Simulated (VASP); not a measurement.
# PbI2 (P-3m1) in VASP: notebook

Runs on PbI2. Level: PBE. Tasks: single point, relaxation of shape and atoms at fixed volume.

Program: VASP 6.6.1. These are calculated values, not measurements. Logs are shortened: lines on timing, memory, paths and dates and some standing lists are left out, and cuts for length are marked.

## (1) The cell of the first run

Symmetry: P-3m1, No. 164, trigonal system. The conventional cell has a = 4.682 Å, b = 4.682 Å, c = 8.448 Å, α = 90.00°, β = 90.00°, γ = 120.00°. Pb (site symmetry -3m) has 6 I at 3.28 Å within 4.3 Å. Within 4.3 Å of I (site symmetry 3m) lie 3 Pb at 3.28 Å.

## (2) Single point, PBE (53.45 Å³/atom)

Input file INCAR:

```
PREC     = Accurate       # precision mode
ENCUT    = 500            # plane-wave cutoff, eV
EDIFF    = 1E-6           # SCF threshold, eV
ISMEAR   = 0              # smearing method
SIGMA    = 0.02           # smearing width, eV
LREAL    = False          # projectors in reciprocal space
LASPH    = True           # aspherical terms in the spheres
NELM     = 120            # most SCF steps
ALGO     = Normal         # electronic algorithm
ISIF     = 2              # what is computed and relaxed
LWAVE    = False          # write WAVECAR
LCHARG   = False          # write CHGCAR
GGA      = PE             # functional
NBANDS   = 21             # bands
GGA_COMPAT= False
```

Input file KPOINTS:

```
Automatic mesh
0
Gamma
  6 6 4
```

Input file POSCAR:

```
PbI2
1.0
    4.6817716311      0.0000000000      0.0000000000
   -2.3408858155      4.0545331672      0.0000000000
    0.0000000000      0.0000000000      8.4477660530
Pb I
1 2
Direct
    0.0000000000      0.0000000000      0.0000000000
    0.3333333333      0.6666666667      0.2198289130
    0.6666666667      0.3333333333      0.7801710870
```

Potentials or basis: VASP PAW PBE potentials, release 64 (Pb_d, I).

Run with:

```bash
$ cat potpaw_PBE.64/Pb_d/POTCAR potpaw_PBE.64/I/POTCAR > POTCAR
$ mpirun -np 1 vasp_std > vasp.out
```

OUTCAR:

```text
PREC = Accurate
   ENCUT = 500
   EDIFF = 1E-6
   ISMEAR = 0
   LREAL = False
   LASPH = True
   NELM = 120
   ISIF = 2
   GGA = PE

 ion  position               nearest neighbor table
   1  0.000  0.000  0.000-   2 3.28   3 3.28   2 3.28   3 3.28   3 3.28   2 3.28
   2  0.333  0.667  0.220-   1 3.28   1 3.28   1 3.28
   3  0.667  0.333  0.780-   1 3.28   1 3.28   1 3.28

  LATTYP: Found a hexagonal cell.
 ALAT       =     4.6817716311
 C/A-ratio  =     1.8043951561

  Lattice vectors:

 A1 = (   4.6817716311,   0.0000000000,   0.0000000000)
 A2 = (  -2.3408858155,   4.0545331672,   0.0000000000)
 A3 = (   0.0000000000,   0.0000000000,   8.4477660530)

Analysis of symmetry for initial positions (statically):
=====================================================================
 Subroutine PRICEL returns:
 Original cell was already a primitive cell.

 Routine SETGRP: Setting up the symmetry group for a
 hexagonal supercell.

 Subroutine GETGRP returns: Found 12 space group operations
 (whereof 12 operations were pure point group operations)
 out of a pool of 24 trial point group operations.

The static configuration has the point symmetry D_3d.

Analysis of symmetry for dynamics (positions and initial velocities):
=====================================================================
 Subroutine PRICEL returns:
 Original cell was already a primitive cell.

 Routine SETGRP: Setting up the symmetry group for a
 hexagonal supercell.

 Subroutine GETGRP returns: Found 12 space group operations
 (whereof 12 operations were pure point group operations)
 out of a pool of 24 trial point group operations.

The dynamic configuration has the point symmetry D_3d.

 Subroutine INISYM returns: Found 12 space group operations
 (whereof 12 operations are pure point group operations),
 and found     1 'primitive' translations

----------------------------------------------------------------------------------------

                                     Primitive cell

  volume of cell :     160.3589

  direct lattice vectors                    reciprocal lattice vectors
     4.681771631  0.000000000  0.000000000     0.213594357  0.123318759  0.000000000
    -2.340885816  4.054533167  0.000000000     0.000000000  0.246637519  0.000000000
     0.000000000  0.000000000  8.447766053     0.000000000  0.000000000  0.118374490

  length of vectors
     4.681771631  4.681771631  8.447766053     0.246637519  0.246637519  0.118374490

  position of ions in fractional coordinates (direct lattice)
     0.000000000  0.000000000  0.000000000
     0.333333333  0.666666667  0.219828913
     0.666666667  0.333333333  0.780171087

  ion indices of the primitive-cell ions
   primitive index   ion index
                 1           1
                 2           2
                 3           3

----------------------------------------------------------------------------------------

 KPOINTS: Automatic mesh

Automatic generation of k-mesh.
 Grid dimensions read from file:
 generate k-points for:    6    6    4

 Generating k-lattice:

  Cartesian coordinates                     Fractional coordinates (reciprocal lattice)
     0.035599059  0.020553127  0.000000000     0.166666667 -0.000000000  0.000000000
     0.000000000  0.041106253  0.000000000     0.000000000  0.166666667  0.000000000
     0.000000000  0.000000000  0.029593623     0.000000000  0.000000000  0.250000000

  Length of vectors
     0.041106253  0.041106253  0.029593623

  Shift w.r.t. Gamma in fractional coordinates (k-lattice)
     0.000000000  0.000000000  0.000000000

 Subroutine IBZKPT returns following result:
 ===========================================

 Found     24 irreducible k-points:

 Following reciprocal coordinates:
            Coordinates               Weight
  0.000000  0.000000  0.000000      1.000000
  0.166667 -0.000000  0.000000      6.000000
  0.333333  0.000000  0.000000      6.000000
  0.500000 -0.000000  0.000000      3.000000
  0.166667  0.166667  0.000000      6.000000
  0.333333  0.166667  0.000000     12.000000
[... 16 lines left out ...]
  0.333333  0.166667  0.500000     12.000000
  0.333333  0.333333  0.500000      2.000000
   k-points           NKPTS =     24   k-points in BZ     NKDIM =     24   number of bands    NBANDS=     21
   number of dos      NEDOS =    301   number of ions     NIONS =      3
   total plane-waves  NPLWV =  82944
   dimension x,y,z NGX =    36 NGY =   36 NGZ =   64
   dimension x,y,z NGXF=    72 NGYF=   72 NGZF=  128
   ions per type =               1   2
   NGX,Y,Z   is equivalent  to a cutoff of  12.78, 12.78, 12.59 a.u.
   NGXF,Y,Z  is equivalent  to a cutoff of  25.57, 25.57, 25.19 a.u.
 SYSTEM =  unknown system
   PREC   = accura    normal or accurate (medium, high low for compatibility)
   ISTART =      0    job   : 0-new  1-cont  2-samecut
   ICHARG =      2    charge: 1-file 2-atom 10-const
   ISPIN  =      1    spin polarized calculation?
   LNONCOLLINEAR =      F non collinear calculations
   LSORBIT =      F    spin-orbit coupling
   LASPH  =      T    aspherical Exc in radial PAW
   ENCUT  =  500.0 eV  36.75 Ry    6.06 a.u.   8.54  8.54 15.40*2*pi/ulx,y,z
   NELM   =    120;   NELMIN=  2; NELMDL= -5     # of ELM steps
   EDIFF  = 0.1E-05   stopping-criterion for ELM
   LREAL  =      F    real-space projection
   EDIFFG = 0.1E-04   stopping-criterion for IOM
   NSW    =      0    number of steps for IOM
   IBRION =     -1    ionic relax: 0-MD 1-quasi-New 2-CG
   NFREE  =      0    steps in history (QN), initial steepest desc. (CG)
   ISIF   =      2    stress and relaxation
   ISYM   =      2    0-nonsym 1-usesym 2-fastsym
   POTIM  = 0.5000    time-step for ionic-motion
   TEBEG  =    0.0;   TEEND  =   0.0 temperature during run
   PSTRESS=    0.0 pullay stress
   NELECT =      28.0000    total number of electrons
   NUPDOWN=      -1.0000    fix difference up-down
   EMIN   =  10.00;   EMAX   =-10.00  energy-range for DOS
   EFERMI =   0.00;   METHOD = LEGACY
   ISMEAR =     0;   SIGMA  =   0.02  broadening in eV -4-tet -1-fermi 0-gaus
   EFERMI_NEDOS =   21; number of points for ismear=-14 and -15
   IALGO  =     38    algorithm
   IMIX   =      4    mixing-type and parameters
     AMIX     =   0.40;   BMIX     =  1.00
     AMIX_MAG =   1.60;   BMIX_MAG =  1.00
  volume/ion in A,a.u.               =      53.45       360.72
  Fermi-wavevector in a.u.,A,eV,Ry     =   0.915018  1.729134 11.391597  0.837259
  Thomas-Fermi vector in A             =   2.039712
   LORBIT       =      0    0 simple, 1 ext, 2 COOP (PROOUT), +10 PAW based schemes
   GGA     = PE    functional components
   LHFCALC =     F    Hartree Fock is set to
   AEXX    =    0.0000 exact exchange contribution
   IVDW    =     0    specifies the selected vdW correction
   LEPSILON=     F    determine dielectric tensor
   LRPA    =     F    only Hartree local field effects (RPA)
 non-spin polarized calculation
 Gauss-broadening in eV      SIGMA  =   0.02
  energy-cutoff  :      500.00
  volume of cell :      160.36
 maximum number of plane-waves:      4111
 NGX is ok and might be reduce to    36
   NGX = 17   NGY = 17   NGZ = 31

 number of electron      27.9999999 magnetization

 Free energy of the ion-electron system (eV)
  ---------------------------------------------------
  ext. energy  EPLUGINS =         0.00000000
  ---------------------------------------------------
  free energy    TOTEN  =        -8.61914152 eV

  energy without entropy =       -8.61914152  energy(sigma->0) =       -8.61914152

 E-fermi :   0.5150     XC(G=0):  -6.9317

 val. band max:        0.4125488493   @ k =   0.1667  -0.0000   0.5000
 cond. band min:       2.8883516477   @ k =   0.0000   0.0000   0.5000
 fundamental gap:      2.4758027984
 Fermi energy:         0.5150041548

 k-point     1 :       0.0000    0.0000    0.0000
  band No.  band energies     occupation
      1     -15.4715      2.00000
      2     -15.4715      2.00000
      3     -15.4666      2.00000
      4     -15.4581      2.00000
      5     -15.4581      2.00000
      6     -11.1534      2.00000
[... 13 lines left out ...]
     20       8.3486      0.00000
     21       8.3486      0.00000

 k-point     2 :       0.1667   -0.0000    0.0000
  band No.  band energies     occupation
      1     -15.4787      2.00000
      2     -15.4698      2.00000
      3     -15.4646      2.00000
      4     -15.4588      2.00000
      5     -15.4564      2.00000
      6     -11.0525      2.00000
[... 13 lines left out ...]
     20       8.0492      0.00000
     21       8.5410      0.00000

 k-point     3 :       0.3333    0.0000    0.0000
  band No.  band energies     occupation
      1     -15.4937      2.00000
      2     -15.4685      2.00000
      3     -15.4637      2.00000
      4     -15.4565      2.00000
      5     -15.4509      2.00000
      6     -10.8128      2.00000
[... 13 lines left out ...]
     20       8.0847      0.00000
     21       9.4617      0.00000

 k-point     4 :       0.5000   -0.0000    0.0000
  band No.  band energies     occupation
      1     -15.5012      2.00000
      2     -15.4686      2.00000
      3     -15.4645      2.00000
      4     -15.4541      2.00000
      5     -15.4474      2.00000
      6     -10.6451      2.00000
[... 13 lines left out ...]
     20       8.4058      0.00000
     21       9.6584      0.00000

 k-point     5 :       0.1667    0.1667    0.0000
  band No.  band energies     occupation
      1     -15.4874      2.00000
      2     -15.4711      2.00000
      3     -15.4617      2.00000
      4     -15.4594      2.00000
      5     -15.4524      2.00000
      6     -10.8806      2.00000
[... 13 lines left out ...]
     20       7.6992      0.00000
     21       8.8460      0.00000
[... 382 lines left out ...]
     20       8.1758      0.00000
     21       9.1988      0.00000

 k-point    22 :       0.1667    0.1667    0.5000
  band No.  band energies     occupation
      1     -15.4874      2.00000
      2     -15.4711      2.00000
      3     -15.4617      2.00000
      4     -15.4594      2.00000
      5     -15.4524      2.00000
      6     -10.8722      2.00000
[... 13 lines left out ...]
     20       7.7463      0.00000
     21       8.4174      0.00000

 k-point    23 :       0.3333    0.1667    0.5000
  band No.  band energies     occupation
      1     -15.4951      2.00000
      2     -15.4737      2.00000
      3     -15.4615      2.00000
      4     -15.4558      2.00000
      5     -15.4497      2.00000
      6     -10.6543      2.00000
[... 13 lines left out ...]
     20       8.3124      0.00000
     21       8.5022      0.00000

 k-point    24 :       0.3333    0.3333    0.5000
  band No.  band energies     occupation
      1     -15.4857      2.00000
      2     -15.4857      2.00000
      3     -15.4570      2.00000
      4     -15.4544      2.00000
      5     -15.4544      2.00000
      6     -10.5357      2.00000
[... 13 lines left out ...]
     20       8.1450      0.00000
     21       8.1585      0.00000

------------------------ aborting loop because EDIFF is reached ----------------------------------------

  FORCE on cell =-STRESS in cart. coord.  units (eV):
  Direction    XX          YY          ZZ          XY          YZ          ZX
  --------------------------------------------------------------------------------------
  -------------------------------------------------------------------------------------
  Total       -0.0772437     -0.0772437     -0.0777054     -0.0000000      0.0000000     -0.0000000
  in kB       -0.7717576     -0.7717576     -0.7763704     -0.0000000      0.0000000     -0.0000000
  external PRESSURE =      -0.7732952 kB  Pullay stress =       0.0000000 kB

 VOLUME and BASIS-vectors are now :
 -----------------------------------------------------------------------------
  energy-cutoff  :      500.00
  volume of cell :      160.36
      direct lattice vectors                 reciprocal lattice vectors
     4.681771631  0.000000000  0.000000000     0.213594357  0.123318759  0.000000000
    -2.340885816  4.054533167  0.000000000     0.000000000  0.246637519  0.000000000
     0.000000000  0.000000000  8.447766053     0.000000000  0.000000000  0.118374490

 POSITION                                       TOTAL-FORCE (eV/Angst)
 -----------------------------------------------------------------------------------
      0.00000      0.00000      0.00000         0.000000      0.000000      0.000000
     -0.00000      2.70302      1.85706         0.000000      0.000000     -0.001228
      2.34089      1.35151      6.59070        -0.000000     -0.000000      0.001228
 -----------------------------------------------------------------------------------
    total drift:                                0.000000      0.000000     -0.000000

  FREE ENERGIE OF THE ION-ELECTRON SYSTEM (eV)
  ---------------------------------------------------
  free  energy   TOTEN  =        -8.6191415170 eV

  energy  without entropy=       -8.6191415170  energy(sigma->0) =       -8.61914152
```

Wall time 33 s (1 thread of Intel Xeon 6975P-C (Granite Rapids), shared host); peak memory 0.3 GiB.

What came out:

* Free energy: -8.6191 eV
* Pressure: -0.1 GPa
* Band gap on the k mesh: 2.48 eV (least direct gap 2.69 eV)

Levels at points of the mesh, in eV from the valence-band top:
| k point | band 10 | band 11 | band 12 | band 13 | band 14 | band 15 | band 16 | band 17 | band 18 | band 19 |
| --- | --- | --- | --- | --- | --- | --- | --- | --- | --- | --- |
| (0.00, 0.00, 0.00) | -0.72 | -0.69 | -0.50 | -0.50 | -0.50 | 2.56 | 3.47 | 3.47 | 5.83 | 7.53 |
| (0.50, 0.00, 0.00) | -1.57 | -1.55 | -0.74 | -0.55 | -0.42 | 3.25 | 4.09 | 4.53 | 5.82 | 7.60 |
| (0.00, 0.00, 0.50) | -0.73 | -0.73 | -0.49 | -0.49 | -0.22 | 2.48 | 3.45 | 3.45 | 6.59 | 6.95 |
| (0.50, 0.00, 0.50) | -1.53 | -1.47 | -0.66 | -0.58 | -0.53 | 3.37 | 4.15 | 4.22 | 5.95 | 7.60 |

Caveat: spin-orbit coupling is left out, which moves the levels of the heavy elements; this functional lacks dispersion, which binds layers or chains, so the pressure and a relaxed spacing across them are unreliable. A k mesh can miss the band edges.

(Part 1 of 2 ends here.)
